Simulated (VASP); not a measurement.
Si3S2:

```
CELL_PARAMETERS angstrom
3.97824 0.00000 0.00000
-1.98912 3.44526 0.00000
0.00000 0.00000 6.18950
ATOMIC_POSITIONS crystal
Si 0.00000 0.00000 0.00000
Si 0.33333 0.66667 0.64500
Si 0.66667 0.33333 0.35500
S 0.33333 0.66667 0.24500
S 0.66667 0.33333 0.75500
```

| Quantity | Value |
| --- | --- |
| Program | VASP 6.6.1 |
| Task | relaxation of cell and atoms |
| Functional | PBE |
| Potentials or basis | VASP PAW PBE potentials, release 64 (Si, S) |
| Cutoff | 600 eV |
| k mesh | 6 × 6 × 4 |
| Occupations | gaussian, width 0.1 eV |
| Spin | no spin polarisation |

At the start: pressure 7.3 GPa; volume 16.97 Å³/atom.

**Question.** How do energy, volume and symmetry change on relaxing?

**Answer.** Over 45 steps the energy falls by 311.6 meV/atom and the volume is 21.93 Å³/atom (+29.2 %); space group P-3m1 (No. 164, to 0.1 Å) before and after.

The path:
| step | energy change (eV) | largest force (eV/Å) | pressure (GPa) | volume (Å³) |
| --- | --- | --- | --- | --- |
| 1 | 0.0000 | 0.6429 | 7.29 | 84.83 |
| 3 | -0.3415 | 0.3748 | -0.77 | 97.70 |
| 5 | -0.4815 | 0.5032 | -1.01 | 95.06 |
| 7 | -0.7471 | 1.2524 | 10.32 | 81.13 |
| 9 | -0.9037 | 0.7215 | 3.30 | 84.42 |
| 11 | -0.9112 | 0.8068 | 4.53 | 83.70 |
| 13 | -0.8700 | 1.5604 | 8.73 | 84.31 |
| 15 | -0.9449 | 1.0146 | 7.32 | 84.16 |
| 17 | -1.0140 | 0.8182 | 5.84 | 85.33 |
| 19 | -1.0205 | 1.5400 | 1.69 | 97.25 |
| 21 | -1.2389 | 0.6058 | 1.22 | 93.15 |
| 23 | -1.3174 | 0.6990 | -1.77 | 97.30 |
| 25 | -1.4184 | 0.5614 | -0.06 | 95.17 |
| 27 | -1.4328 | 0.4448 | 0.97 | 94.11 |
| 29 | -1.4865 | 0.1358 | 1.95 | 96.00 |
| 31 | -1.5135 | 0.1685 | -0.22 | 101.05 |
| 33 | -1.5192 | 0.2008 | -0.12 | 101.13 |
| 35 | -1.5302 | 0.2659 | 0.16 | 102.09 |
| 37 | -1.5293 | 0.4111 | 1.98 | 103.65 |
| 39 | -1.5433 | 0.1302 | 0.89 | 103.75 |
| 41 | -1.5494 | 0.2311 | -0.14 | 111.95 |
| 43 | -1.5569 | 0.0760 | -0.38 | 110.20 |
| 45 | -1.5578 | 0.0245 | -0.10 | 109.64 |

Final structure:
```
CELL_PARAMETERS angstrom
4.66242 0.00000 0.00000
-2.33121 4.03778 0.00000
0.00000 0.00000 5.82417
ATOMIC_POSITIONS crystal
Si 0.00000 0.00000 0.00000
Si 0.33333 0.66667 0.81132
Si 0.66667 0.33333 0.18868
S 0.33333 0.66667 0.18883
S 0.66667 0.33333 0.81117
```

Caveat: the volume moved by over 15 % at a fixed basis, so the end points are rough.
